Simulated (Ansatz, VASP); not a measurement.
## AlGa3N4: VASP beside Ansatz

```
Al Ga N
1.0
     4.33822    0.15494    0.15494
     0.15494    4.33822    0.15494
     0.15494    0.15494    4.33822
Al Ga N
1 3 4
Cartesian
  0.0000 0.0000 0.0000
  2.2466 2.2466 0.1549
  2.2466 0.1549 2.2466
  0.1549 2.2466 2.2466
  3.4295 3.4295 1.2976
  3.4295 1.2976 3.4295
  1.2976 3.4295 3.4295
  1.1397 1.1397 1.1397
```

Change from the starting cell: equal engineering shear yz, xz and xy +0.0700, equal normal strain along x, y and z -0.0200.

Alike in both runs: task single point; functional LDA; k mesh 6 × 6 × 6; occupations gaussian, width 0.05 eV; no spin polarisation.

```csv
,VASP,Ansatz
version,VASP 6.6.1,Ansatz 0.2.0
potentials or method,"VASP PAW LDA potentials, release 64 (Al, Ga_d, N), cutoff 520 eV","scalar-relativistic, plane waves, PAW"
valence electrons in the cell,62,62
```

|  | VASP | Ansatz | Ansatz less VASP |
| --- | --- | --- | --- |
| gap on the k mesh at the Fermi level (eV) | 2.43 | 2.43 | -0.001 |
| least direct gap on the mesh (eV) | 2.43 | 2.43 | -0.001 |
| pressure (GPa) | 19.9 | 18.6 | -1.29 |
| traceless stress, the component that is largest in VASP (GPa) | -16.72 | -16.46 | +0.259 |
| rms of the force components (eV/Å) | 0.668 | 0.639 | -0.0294 |

Ansatz warns that its potentials were made for another functional, while VASP's fit it. LDA's correlation is that of Perdew and Zunger in VASP and of Perdew and Wang (1992) in Ansatz. Atom by atom the forces differ by 0.031 eV/Å (rms over components).
